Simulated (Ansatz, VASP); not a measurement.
# Two plane-wave programs on Ga3As3CO

INCAR

```
PREC = Accurate ; ENCUT = 520
EDIFF = 1E-6 ; ISMEAR = 0
SIGMA = 0.05 ; LREAL = F
LASPH = T ; NELM = 60
ALGO = Normal ; ISIF = 2
LWAVE = F ; LCHARG = F
LDIPOL = T ; IDIPOL = 3
DIPOL = 0.5 0.5 0.323 ; GGA = PE
IVDW = 12 ; NBANDS = 42
```

Contents of KPOINTS:

```
Automatic mesh
0
Gamma
  7 5 1
```

File POSCAR:

```
Ga3As3CO
1.0
    4.0137031111      0.0000000000      0.0000000000
    0.0000000000      5.6762333751      0.0000000000
    0.0000000000      0.0000000000     23.3352699083
Ga As O C
3 3 1 1
Direct
    0.5000000000      0.5000000000      0.1714143447
    0.0000000000      0.0653835255      0.2680035048
    0.5000000000      0.4894639609      0.3228546357
    0.0000000000      0.2500000000      0.1714143447
    0.5000000000      0.8102208698      0.2504948966
    0.0000000000      0.2887573198      0.3593388866
    0.0000000000      0.7887573198      0.4964703624
    0.0000000000      0.7887573198      0.5457519865
```

Input for Ansatz:

```yaml
crystal:
  lattice:
    - [4.0137031111, 0.0, 0.0]
    - [0.0, 5.6762333751, 0.0]
    - [0.0, 0.0, 23.3352699083]
  atoms:
    - { symbol: Ga, position: [0.5, 0.5, 0.1714143447] }
    - { symbol: As, position: [0.0, 0.25, 0.1714143447] }
    - { symbol: Ga, position: [0.0, 0.0653835255, 0.2680035048] }
    - { symbol: As, position: [0.5, 0.8102208698, 0.2504948966] }
    - { symbol: Ga, position: [0.5, 0.4894639609, 0.3228546357] }
    - { symbol: As, position: [0.0, 0.2887573198, 0.3593388866] }
    - { symbol: O, position: [0.0, 0.7887573198, 0.4964703624] }
    - { symbol: C, position: [0.0, 0.7887573198, 0.5457519865] }
basis:
  ecutwfc: 420
kpoints:
  mp_grid: { grid: [7, 5, 1] }
hamiltonian:
  xc: pbe
  pseudopotentials: { kind: paw, azcp: { folder: soft_1 } }
  dispersion: d3bj
scf:
  occupations: { method: gaussian, width: 0.05 }
output:
  forces: true
  eigenvalues: true
efield:
  axis: 3
  dipole_correction: true
  ramp_width: 0.04
```

Alike in both runs: task single point; functional PBE; dispersion D3(BJ); k mesh 7 × 5 × 1; occupations gaussian, width 0.05 eV; no spin polarisation.

|  | VASP | Ansatz |
| --- | --- | --- |
| version | VASP 6.6.1 | Ansatz 0.2.0 |
| potentials or method | VASP PAW PBE potentials, release 64 (Ga_d, As, O, C), cutoff 520 eV | scalar-relativistic, plane waves, PAW |
| valence electrons in the cell | 64 | 94 |

Ansatz gave:

```
gap on the k mesh at the Fermi level (eV) : 0.41
least direct gap on the mesh (eV)         : 0.75
rms of the force components (eV/Å)        : 0.542
```

Problem. Estimate VASP's values.

Solution. gap on the k mesh at the Fermi level (eV): 0.40; least direct gap on the mesh (eV): 0.75; rms of the force components (eV/Å): 0.377.

One of these differences is far larger than is usual between the two programs; its cause wasn't traced. VASP's potentials hold 64 valence electrons a cell and Ansatz's 94, so a difference there can come from the potentials and not from the codes.

Noted on VASP's run: the standard files for N, O and F lose accuracy on very short bonds.
